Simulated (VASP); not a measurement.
# SnTe (zincblende type) (F-43m) in VASP: relaxation of cell and atoms with PBE

Aim: the relaxation of cell and atoms of SnTe (zincblende type) with PBE.

Everything below comes from runs of VASP 6.6.1. Logs are shortened: lines on timing, memory, paths and dates and some standing lists are left out, and cuts for length are marked.

### Step 1. The cell of the first run

It takes space group F-43m (No. 216, cubic). Conventional cell: a = 6.439 Å, b = 6.439 Å, c = 6.439 Å, α = 90.00°, β = 90.00°, γ = 90.00°. Within 3.7 Å of Sn (site symmetry -43m) lie 4 Te at 2.79 Å. Te (site symmetry -43m) has 4 Sn at 2.79 Å within 3.7 Å.

### Step 2. Relaxation of cell and atoms, PBE

Input file INCAR:

```
SYSTEM = SnTe
PREC     = Accurate       ! precision mode
ENCUT    = 600            ! plane-wave cutoff, eV
EDIFF    = 1E-6           ! SCF threshold, eV
ISMEAR   = -1             ! smearing method
SIGMA    = 0.05           ! smearing width, eV
LREAL    = .FALSE.        ! projectors in reciprocal space
LASPH    = .TRUE.         ! aspherical terms in the spheres
NELM     = 60             ! most SCF steps
ALGO     = Normal         ! electronic algorithm
ISIF     = 3              ! what is computed and relaxed
LWAVE    = .FALSE.        ! write WAVECAR
LCHARG   = .FALSE.        ! write CHGCAR
GGA      = PE             ! functional
IBRION   = 2              ! ionic algorithm
NSW      = 100            ! ionic steps
EDIFFG   = -0.005         ! ionic threshold
```

Input file KPOINTS:

```
Automatic mesh
0
G
  9 9 9
  0 0 0
```

Input file POSCAR:

```
SnTe
1.0
    0.0000000000      3.2195088072      3.2195088072
    3.2195088072      0.0000000000      3.2195088072
    3.2195088072      3.2195088072      0.0000000000
Sn Te
1 1
Direct
    0.0000000000      0.0000000000      0.0000000000
    0.2500000000      0.2500000000      0.2500000000
```

Potentials or basis: VASP PAW PBE potentials, release 64 (Sn_d, Te).

Command:

```bash
$ cat potpaw_PBE.64/Sn_d/POTCAR potpaw_PBE.64/Te/POTCAR > POTCAR
$ mpirun -np 1 vasp_std > vasp.out
```

OUTCAR:

```text
SYSTEM = SnTe
   PREC = Accurate
   ENCUT = 600
   EDIFF = 1E-6
   ISMEAR = -1
   LREAL = .FALSE.
   LASPH = .TRUE.
   NELM = 60
   ISIF = 3
   GGA = PE
   IBRION = 2
   NSW = 100
   EDIFFG = -0.005

 ion  position               nearest neighbor table
   1  0.000  0.000  0.000-   2 2.79   2 2.79   2 2.79   2 2.79
   2  0.250  0.250  0.250-   1 2.79   1 2.79   1 2.79   1 2.79

  LATTYP: Found a face centered cubic cell.
 ALAT       =     6.4390176144

  Lattice vectors:

 A1 = (   0.0000000000,   3.2195088072,   3.2195088072)
 A2 = (   3.2195088072,   0.0000000000,   3.2195088072)
 A3 = (   3.2195088072,   3.2195088072,   0.0000000000)

Analysis of symmetry for initial positions (statically):
=====================================================================
 Subroutine PRICEL returns:
 Original cell was already a primitive cell.

 Routine SETGRP: Setting up the symmetry group for a
 face centered cubic supercell.

 Subroutine GETGRP returns: Found 24 space group operations
 (whereof 24 operations were pure point group operations)
 out of a pool of 48 trial point group operations.

The static configuration has the point symmetry T_d .

Analysis of symmetry for dynamics (positions and initial velocities):
=====================================================================
 Subroutine PRICEL returns:
 Original cell was already a primitive cell.

 Routine SETGRP: Setting up the symmetry group for a
 face centered cubic supercell.

 Subroutine GETGRP returns: Found 24 space group operations
 (whereof 24 operations were pure point group operations)
 out of a pool of 48 trial point group operations.

The dynamic configuration has the point symmetry T_d .

 Subroutine INISYM returns: Found 24 space group operations
 (whereof 24 operations are pure point group operations),
 and found     1 'primitive' translations

----------------------------------------------------------------------------------------

                                     Primitive cell

  volume of cell :      66.7419

  direct lattice vectors                    reciprocal lattice vectors
     0.000000000  3.219508807  3.219508807    -0.155303194  0.155303194  0.155303194
     3.219508807  0.000000000  3.219508807     0.155303194 -0.155303194  0.155303194
     3.219508807  3.219508807  0.000000000     0.155303194  0.155303194 -0.155303194

  length of vectors
     4.553073019  4.553073019  4.553073019     0.268993022  0.268993022  0.268993022

  position of ions in fractional coordinates (direct lattice)
     0.000000000  0.000000000  0.000000000
     0.250000000  0.250000000  0.250000000

  ion indices of the primitive-cell ions
   primitive index   ion index
                 1           1
                 2           2

----------------------------------------------------------------------------------------

 KPOINTS: Automatic mesh

Automatic generation of k-mesh.
 Grid dimensions read from file:
 generate k-points for:    9    9    9

 Generating k-lattice:

  Cartesian coordinates                     Fractional coordinates (reciprocal lattice)
    -0.017255910  0.017255910  0.017255910     0.111111111  0.000000000  0.000000000
     0.017255910 -0.017255910  0.017255910     0.000000000  0.111111111  0.000000000
     0.017255910  0.017255910 -0.017255910     0.000000000  0.000000000  0.111111111

  Length of vectors
     0.029888114  0.029888114  0.029888114

  Shift w.r.t. Gamma in fractional coordinates (k-lattice)
     0.000000000  0.000000000  0.000000000

 Subroutine IBZKPT returns following result:
 ===========================================

 Found     35 irreducible k-points:

 Following reciprocal coordinates:
            Coordinates               Weight
  0.000000  0.000000  0.000000      1.000000
  0.111111  0.000000  0.000000      8.000000
  0.222222  0.000000  0.000000      8.000000
  0.333333  0.000000  0.000000      8.000000
  0.444444  0.000000  0.000000      8.000000
  0.111111  0.111111  0.000000      6.000000
[... 16 lines left out ...]
 -0.333333  0.333333  0.000000     12.000000
  0.444444  0.444444  0.000000      6.000000
 [... further k-points ...]
   k-points           NKPTS =     35   k-points in BZ     NKDIM =     35   number of bands    NBANDS=     14
   number of dos      NEDOS =    301   number of ions     NIONS =      2
   total plane-waves  NPLWV =  46656
   dimension x,y,z NGX =    36 NGY =   36 NGZ =   36
   dimension x,y,z NGXF=    72 NGYF=   72 NGZF=   72
   ions per type =               1   1
   NGX,Y,Z   is equivalent  to a cutoff of  13.14, 13.14, 13.14 a.u.
   NGXF,Y,Z  is equivalent  to a cutoff of  26.29, 26.29, 26.29 a.u.
 SYSTEM =  SnTe
   PREC   = accura    normal or accurate (medium, high low for compatibility)
   ISTART =      0    job   : 0-new  1-cont  2-samecut
   ICHARG =      2    charge: 1-file 2-atom 10-const
   ISPIN  =      1    spin polarized calculation?
   LNONCOLLINEAR =      F non collinear calculations
   LSORBIT =      F    spin-orbit coupling
   LASPH  =      T    aspherical Exc in radial PAW
   ENCUT  =  600.0 eV  44.10 Ry    6.64 a.u.   9.09  9.09  9.09*2*pi/ulx,y,z
   NELM   =     60;   NELMIN=  2; NELMDL= -5     # of ELM steps
   EDIFF  = 0.1E-05   stopping-criterion for ELM
   LREAL  =      F    real-space projection
   EDIFFG = -.5E-02   stopping-criterion for IOM
   NSW    =    100    number of steps for IOM
   IBRION =      2    ionic relax: 0-MD 1-quasi-New 2-CG
   NFREE  =      1    steps in history (QN), initial steepest desc. (CG)
   ISIF   =      3    stress and relaxation
   ISYM   =      2    0-nonsym 1-usesym 2-fastsym
   POTIM  = 0.5000    time-step for ionic-motion
   TEBEG  =    0.0;   TEEND  =   0.0 temperature during run
   PSTRESS=    0.0 pullay stress
   NELECT =      20.0000    total number of electrons
   NUPDOWN=      -1.0000    fix difference up-down
   EMIN   =  10.00;   EMAX   =-10.00  energy-range for DOS
   EFERMI =   0.00;   METHOD = LEGACY
   ISMEAR =    -1;   SIGMA  =   0.05  broadening in eV -4-tet -1-fermi 0-gaus
   EFERMI_NEDOS =   21; number of points for ismear=-14 and -15
   IALGO  =     38    algorithm
   IMIX   =      4    mixing-type and parameters
     AMIX     =   0.40;   BMIX     =  1.00
     AMIX_MAG =   1.60;   BMIX_MAG =  1.00
  volume/ion in A,a.u.               =      33.37       225.20
  Fermi-wavevector in a.u.,A,eV,Ry     =   1.095516  2.070224 16.329091  1.200154
  Thomas-Fermi vector in A             =   2.231841
   LORBIT       =      0    0 simple, 1 ext, 2 COOP (PROOUT), +10 PAW based schemes
   GGA     = PE    functional components
   LHFCALC =     F    Hartree Fock is set to
   AEXX    =    0.0000 exact exchange contribution
   IVDW    =     0    specifies the selected vdW correction
   LEPSILON=     F    determine dielectric tensor
   LRPA    =     F    only Hartree local field effects (RPA)
 conjugate gradient relaxation of ions
 non-spin polarized calculation
  energy-cutoff  :      600.00
  volume of cell :       66.74
 maximum number of plane-waves:      2242
   NGX = 19   NGY = 19   NGZ = 19

--------------------------------------- Ionic step        1  -------------------------------------------

 number of electron      20.0000006 magnetization

 Free energy of the ion-electron system (eV)
  ---------------------------------------------------
  ext. energy  EPLUGINS =         0.00000000
  ---------------------------------------------------
  free energy    TOTEN  =        -6.06818029 eV

  energy without entropy =       -6.05692772  energy(sigma->0) =       -6.06255401

 E-fermi :   6.5240     XC(G=0):  -8.9689

 val. band max:        6.4325942817   @ k =  -0.3333   0.3333   0.1111
 cond. band min:       6.5551284199   @ k =   0.4444   0.3333   0.0000
 fundamental gap:      0.1225341382
 Fermi energy:         6.5239722571

 k-point     1 :       0.0000    0.0000    0.0000
  band No.  band energies     occupation
      1     -15.4517      2.00000
      2     -15.4517      2.00000
      3     -15.4517      2.00000
      4     -15.4041      2.00000
      5     -15.4041      2.00000
      6      -7.1125      2.00000
      7       2.6606      2.00000
      8       3.8463      2.00000
      9       3.8463      2.00000
     10       3.8463      2.00000
     11       7.2894      0.00000
     12       7.2894      0.00000
     13       7.2894      0.00000
     14      10.6187      0.00000

 k-point     2 :       0.1111    0.0000    0.0000
  band No.  band energies     occupation
      1     -15.4529      2.00000
      2     -15.4508      2.00000
      3     -15.4508      2.00000
      4     -15.4042      2.00000
      5     -15.4042      2.00000
      6      -7.0171      2.00000
      7       1.7000      2.00000
      8       3.7133      2.00000
      9       3.7133      2.00000
     10       4.4138      2.00000
[... 472 lines left out ...]
 POSITION                                       TOTAL-FORCE (eV/Angst)
 -----------------------------------------------------------------------------------
      0.00000      0.00000      0.00000         0.000000      0.000000      0.000000
      1.79850      1.79850      1.79850        -0.000000     -0.000000     -0.000000
 -----------------------------------------------------------------------------------
    total drift:                               -0.000000     -0.000000     -0.000000

  FREE ENERGIE OF THE ION-ELECTRON SYSTEM (eV)
  ---------------------------------------------------
  free  energy   TOTEN  =        -7.0616203861 eV

  energy  without entropy=       -7.0599174973  energy(sigma->0) =       -7.06076894

--------------------------------------- Ionic step        4  -------------------------------------------

 number of electron      19.9999988 magnetization

 Free energy of the ion-electron system (eV)
  ---------------------------------------------------
  ext. energy  EPLUGINS =         0.00000000
  ---------------------------------------------------
  free energy    TOTEN  =        -7.06219759 eV

  energy without entropy =       -7.06072886  energy(sigma->0) =       -7.06146322

 E-fermi :   3.2597     XC(G=0):  -7.4536

 val. band max:        3.1239453969   @ k =  -0.3333   0.4444   0.2222
 cond. band min:       3.3292272763   @ k =   0.4444   0.4444   0.0000
 fundamental gap:      0.2052818794
 Fermi energy:         3.2597263482

 k-point     1 :       0.0000    0.0000    0.0000
  band No.  band energies     occupation
      1     -18.6117      2.00000
      2     -18.6117      2.00000
      3     -18.6117      2.00000
      4     -18.6030      2.00000
      5     -18.6030      2.00000
      6      -8.3416      2.00000
      7      -1.9831      2.00000
      8       1.2580      2.00000
      9       1.2580      2.00000
     10       1.2580      2.00000
     11       4.2024      0.00000
     12       4.2024      0.00000
     13       4.2024      0.00000
     14       7.3198      0.00000

 k-point     2 :       0.1111    0.0000    0.0000
  band No.  band energies     occupation
      1     -18.6119      2.00000
      2     -18.6116      2.00000
      3     -18.6116      2.00000
      4     -18.6030      2.00000
      5     -18.6030      2.00000
      6      -8.2889      2.00000
      7      -2.2423      2.00000
      8       1.1789      2.00000
      9       1.1789      2.00000
     10       1.3292      2.00000
[... 400 lines left out ...]
 POSITION                                       TOTAL-FORCE (eV/Angst)
 -----------------------------------------------------------------------------------
      7.21751      3.60876      3.60876         0.000000     -0.000000     -0.000000
      1.80438      1.80438      1.80438        -0.000000      0.000000      0.000000
 -----------------------------------------------------------------------------------
    total drift:                               -0.000000     -0.000000     -0.000000

  FREE ENERGIE OF THE ION-ELECTRON SYSTEM (eV)
  ---------------------------------------------------
  free  energy   TOTEN  =        -7.0621975889 eV

  energy  without entropy=       -7.0607288574  energy(sigma->0) =       -7.06146322

 reached required accuracy - stopping structural energy minimisation
```

It took 49 s on 1 thread of Intel Xeon 6975P-C (Granite Rapids), shared host; peak memory 0.23 GiB.

What came out:

* Free energy: -7.0622 eV
* Relaxed volume: 47.00 Å³/atom
* Relaxed cell: a = 5.104 Å, b = 5.104 Å, c = 5.104 Å, α = 60.00°, β = 60.00°, γ = 60.00°
* Space group after relaxing (to 0.05 Å): F-43m (No. 216)
* Energy gained by relaxing: 497.0 meV/atom
* Ionic steps: 4
* Pressure after relaxing: 0.0 GPa
* Band gap on the k mesh: 0.21 eV, indirect (least direct gap 0.81 eV)

The path:
```csv
step,energy change (eV),largest force (eV/Å),pressure (GPa),volume (Å³)
1,0.0000,0.0000,15.45,66.74
2,-0.9379,0.0000,-1.86,102.91
3,-0.9934,0.0000,0.22,93.08
4,-0.9940,0.0000,-0.01,93.99
```

Final structure:
```
Sn Te
1.0
     0.00000    3.60876    3.60876
     3.60876    0.00000    3.60876
     3.60876    3.60876    0.00000
Sn Te
1 1
Cartesian
  7.2175 3.6088 3.6088
  1.8044 1.8044 1.8044
```

Levels at points of the mesh, in eV from the valence-band top:
```tsv
k point	band 8	band 9	band 10	band 11	band 12	band 13
(0.00, 0.00, 0.00)	-1.87	-1.87	-1.87	1.08	1.08	1.08
```

Caveat: the volume moved by over 15 % at a fixed basis, so the end points are rough; spin-orbit coupling is left out, which moves the levels of the heavy elements. A k mesh can miss the band edges.
